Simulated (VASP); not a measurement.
# Rh (Fm-3m) in VASP: notebook

The runs below take Rh through single point, with PBEsol.

Everything below comes from runs of VASP 6.6.1. Logs are shortened: lines on timing, memory, paths and dates and some standing lists are left out, and cuts for length are marked.

**1. The cell of the first run**

Symmetry: Fm-3m, No. 225, cubic system. The conventional cell has a = 3.725 Å, b = 3.725 Å, c = 3.725 Å, α = 90.00°, β = 90.00°, γ = 90.00°. Rh (site symmetry m-3m) has 12 Rh at 2.63 Å within 3.5 Å.

**2. Single point, PBEsol**

Contents of INCAR:

```
SYSTEM = Rh
  PREC = Accurate
  ENCUT = 520
  EDIFF = 1E-7
  ISMEAR = -1
  SIGMA = 0.1
  LREAL = .False.
  LASPH = .True.
  NELM = 80
  ALGO = Normal
  ISIF = 2
  LWAVE = .False.
  LCHARG = .False.
  GGA = PS
  NBANDS = 14
```

Contents of KPOINTS:

```
regular mesh
0
Gamma
  24 24 24
  0 0 0
```

Contents of POSCAR:

```
Rh
1.0
    0.0000000000      1.8622793027      1.8622793027
    1.8622793027      0.0000000000      1.8622793027
    1.8622793027      1.8622793027      0.0000000000
Rh
1
Direct
    0.0000000000      0.0000000000      0.0000000000
```

Potentials or basis: VASP PAW PBE potentials, release 64 (Rh_pv).

Started as:

```
cat potpaw_PBE.64/Rh_pv/POTCAR > POTCAR
mpirun -np 1 vasp_std > vasp.out
```

OUTCAR:

```text
SYSTEM = Rh
   PREC = Accurate
   ENCUT = 520
   EDIFF = 1E-7
   ISMEAR = -1
   LREAL = .False.
   LASPH = .True.
   NELM = 80
   ISIF = 2
   GGA = PS

 ion  position               nearest neighbor table
   1  0.000  0.000  0.000-

  LATTYP: Found a face centered cubic cell.
 ALAT       =     3.7245586054

  Lattice vectors:

 A1 = (   0.0000000000,   1.8622793027,   1.8622793027)
 A2 = (   1.8622793027,   0.0000000000,   1.8622793027)
 A3 = (   1.8622793027,   1.8622793027,   0.0000000000)

Analysis of symmetry for initial positions (statically):
=====================================================================
 Subroutine PRICEL returns:
 Original cell was already a primitive cell.

 Routine SETGRP: Setting up the symmetry group for a
 face centered cubic supercell.

 Subroutine GETGRP returns: Found 48 space group operations
 (whereof 48 operations were pure point group operations)
 out of a pool of 48 trial point group operations.

The static configuration has the point symmetry O_h .

Analysis of symmetry for dynamics (positions and initial velocities):
=====================================================================
 Subroutine PRICEL returns:
 Original cell was already a primitive cell.

 Routine SETGRP: Setting up the symmetry group for a
 face centered cubic supercell.

 Subroutine GETGRP returns: Found 48 space group operations
 (whereof 48 operations were pure point group operations)
 out of a pool of 48 trial point group operations.

The dynamic configuration has the point symmetry O_h .

 Subroutine INISYM returns: Found 48 space group operations
 (whereof 48 operations are pure point group operations),
 and found     1 'primitive' translations

----------------------------------------------------------------------------------------

                                     Primitive cell

  volume of cell :      12.9171

  direct lattice vectors                    reciprocal lattice vectors
     0.000000000  1.862279303  1.862279303    -0.268488190  0.268488190  0.268488190
     1.862279303  0.000000000  1.862279303     0.268488190 -0.268488190  0.268488190
     1.862279303  1.862279303  0.000000000     0.268488190  0.268488190 -0.268488190

  length of vectors
     2.633660647  2.633660647  2.633660647     0.465035187  0.465035187  0.465035187

  position of ions in fractional coordinates (direct lattice)
[... 82 lines left out ...]
   NFREE  =      0    steps in history (QN), initial steepest desc. (CG)
   ISIF   =      2    stress and relaxation
   ISYM   =      2    0-nonsym 1-usesym 2-fastsym
   POTIM  = 0.5000    time-step for ionic-motion
   TEBEG  =    0.0;   TEEND  =   0.0 temperature during run
   PSTRESS=    0.0 pullay stress
   NELECT =      15.0000    total number of electrons
   NUPDOWN=      -1.0000    fix difference up-down
   EMIN   =  10.00;   EMAX   =-10.00  energy-range for DOS
   EFERMI =   0.00;   METHOD = LEGACY
   ISMEAR =    -1;   SIGMA  =   0.10  broadening in eV -4-tet -1-fermi 0-gaus
   EFERMI_NEDOS =   21; number of points for ismear=-14 and -15
   IALGO  =     38    algorithm
   IMIX   =      4    mixing-type and parameters
     AMIX     =   0.40;   BMIX     =  1.00
     AMIX_MAG =   1.60;   BMIX_MAG =  1.00
  volume/ion in A,a.u.               =      12.92        87.17
  Fermi-wavevector in a.u.,A,eV,Ry     =   1.720747  3.251741 40.286461  2.960971
  Thomas-Fermi vector in A             =   2.797129
   LORBIT       =      0    0 simple, 1 ext, 2 COOP (PROOUT), +10 PAW based schemes
   GGA     = PS    functional components
   LHFCALC =     F    Hartree Fock is set to
   AEXX    =    0.0000 exact exchange contribution
   IVDW    =     0    specifies the selected vdW correction
   LEPSILON=     F    determine dielectric tensor
   LRPA    =     F    only Hartree local field effects (RPA)
 non-spin polarized calculation
  energy-cutoff  :      520.00
  volume of cell :       12.92
 maximum number of plane-waves:       360
   NGX =  9   NGY =  9   NGZ =  9

 number of electron      14.9999995 magnetization

 Free energy of the ion-electron system (eV)
  ---------------------------------------------------
  ext. energy  EPLUGINS =         0.00000000
  ---------------------------------------------------
  free energy    TOTEN  =        -8.13190696 eV

  energy without entropy =       -8.09298780  energy(sigma->0) =       -8.11244738

 E-fermi :  12.9315     XC(G=0): -14.6241

 val. band max:       12.9268481299   @ k =  -0.4167   0.4583   0.0833
 cond. band min:      12.9344125207   @ k =   0.4167   0.3750   0.0000
 fundamental gap:      0.0075643907
 Fermi energy:        12.9315341484

 k-point     1 :       0.0000    0.0000    0.0000
  band No.  band energies     occupation
      1     -33.5027      2.00000
      2     -33.5027      2.00000
      3     -33.5027      2.00000
      4       4.4158      2.00000
      5       9.5303      2.00000
      6       9.5303      2.00000
      7       9.5303      2.00000
      8      11.8599      1.99996
      9      11.8599      1.99996
     10      28.8051      0.00000
     11      33.1267      0.00000
     12      34.6172      0.00000
     13      34.6172      0.00000
     14      34.6172      0.00000
[... 377 lines left out ...]
      1     -34.3843      2.00000
      2     -33.6308      2.00000
      3     -33.6303      2.00000
      4       6.3201      2.00000
      5       9.4186      2.00000
      6       9.5397      2.00000
      7      12.3980      1.99041
      8      13.5481      0.00419
      9      14.0828      0.00002
     10      22.7684      0.00000
     11      28.6028      0.00000
     12      33.1295      0.00000
     13      34.7203      0.00000
     14      35.0143      0.00000

 [... further k-points ...]

------------------------ aborting loop because EDIFF is reached ----------------------------------------

  FORCE on cell =-STRESS in cart. coord.  units (eV):
  Direction    XX          YY          ZZ          XY          YZ          ZX
  --------------------------------------------------------------------------------------
  -------------------------------------------------------------------------------------
  Total        1.2044256      1.2044256      1.2044256     -0.0000000      0.0000000     -0.0000000
  in kB      149.3915753    149.3915753    149.3915753     -0.0000000      0.0000000     -0.0000000
  external PRESSURE =     149.3915753 kB  Pullay stress =       0.0000000 kB

 VOLUME and BASIS-vectors are now :
 -----------------------------------------------------------------------------
  energy-cutoff  :      520.00
  volume of cell :       12.92
      direct lattice vectors                 reciprocal lattice vectors
     0.000000000  1.862279303  1.862279303    -0.268488190  0.268488190  0.268488190
     1.862279303  0.000000000  1.862279303     0.268488190 -0.268488190  0.268488190
     1.862279303  1.862279303  0.000000000     0.268488190  0.268488190 -0.268488190

 POSITION                                       TOTAL-FORCE (eV/Angst)
 -----------------------------------------------------------------------------------
      0.00000      0.00000      0.00000        -0.000000     -0.000000     -0.000000
 -----------------------------------------------------------------------------------
    total drift:                                0.000000     -0.000000      0.000000

  FREE ENERGIE OF THE ION-ELECTRON SYSTEM (eV)
  ---------------------------------------------------
  free  energy   TOTEN  =        -8.1319069573 eV

  energy  without entropy=       -8.0929878016  energy(sigma->0) =       -8.11244738
```

Run time: 53 s. Hardware: 1 thread of Intel Xeon Platinum 8259CL at 2.50GHz (Skylake/Cascade Lake), shared host; peak memory 0.18 GiB.

Results:

| Quantity | Value |
| --- | --- |
| Free energy | -8.1319 eV |
| Pressure | 14.9 GPa |
| Band gap on the k mesh | zero (an odd number of electrons rules out a gap without spin polarisation) |

Levels at points of the mesh, in eV from the Fermi level:
```tsv
k point	band 4	band 5	band 6	band 7	band 8	band 9	band 10	band 11
(0.00, 0.00, 0.00)	-8.52	-3.40	-3.40	-3.40	-1.07	-1.07	15.87	20.20
(0.50, 0.00, 0.00)	-6.70	-3.49	-3.49	0.60	0.66	0.66	9.27	15.41
(0.50, 0.50, 0.00)	-6.96	-6.56	0.64	1.12	1.12	3.28	13.06	13.61
```

Caveat: the cell stands under pressure; the PAW data sets were made with another functional, which shifts forces and pressure a little.

**3. Single point, PBEsol**

This run uses another cell than the first one, of 13.10 Å³/atom.

Contents of INCAR:

```
SYSTEM = Rh
PREC = Accurate
ENCUT = 520
EDIFF = 1E-6
ISMEAR = -1
SIGMA = 0.1
LREAL = .False.
LASPH = .True.
NELM = 80
ALGO = Normal
ISIF = 2
LWAVE = .False.
LCHARG = .False.
GGA = PS
NBANDS = 14
```

KPOINTS is that of step 2.

Contents of POSCAR:

```
Rh
1.0
    0.0000000000      1.8711026378      1.8711026378
    1.8711026378      0.0000000000      1.8711026378
    1.8711026378      1.8711026378      0.0000000000
Rh
1
Direct
    0.0000000000      0.0000000000      0.0000000000
```

Potentials or basis: VASP PAW PBE potentials, release 64 (Rh_pv).

Started as:

```
cat potpaw_PBE.64/Rh_pv/POTCAR > POTCAR
mpirun -np 1 vasp_std > vasp.out
```

It took 47 s on 1 thread of Intel Xeon Platinum 8259CL at 2.50GHz (Skylake/Cascade Lake), shared host; peak memory 0.18 GiB.

Results (log left out):

```
Free energy            : -8.1463 eV
Pressure               : 9.9 GPa
Band gap on the k mesh : zero (an odd number of electrons rules out a gap without spin polarisation)
```

Levels at points of the mesh, in eV from the Fermi level:
| k point | band 4 | band 5 | band 6 | band 7 | band 8 | band 9 | band 10 | band 11 |
| --- | --- | --- | --- | --- | --- | --- | --- | --- |
| (0.00, 0.00, 0.00) | -8.41 | -3.33 | -3.33 | -3.33 | -1.05 | -1.05 | 15.89 | 20.24 |
| (0.50, 0.00, 0.00) | -6.57 | -3.41 | -3.41 | 0.61 | 0.64 | 0.64 | 9.11 | 15.42 |
| (0.50, 0.50, 0.00) | -6.81 | -6.42 | 0.62 | 1.09 | 1.09 | 3.25 | 12.87 | 13.52 |

Caveat: the cell stands under pressure; the PAW data sets were made with another functional, which shifts forces and pressure a little.
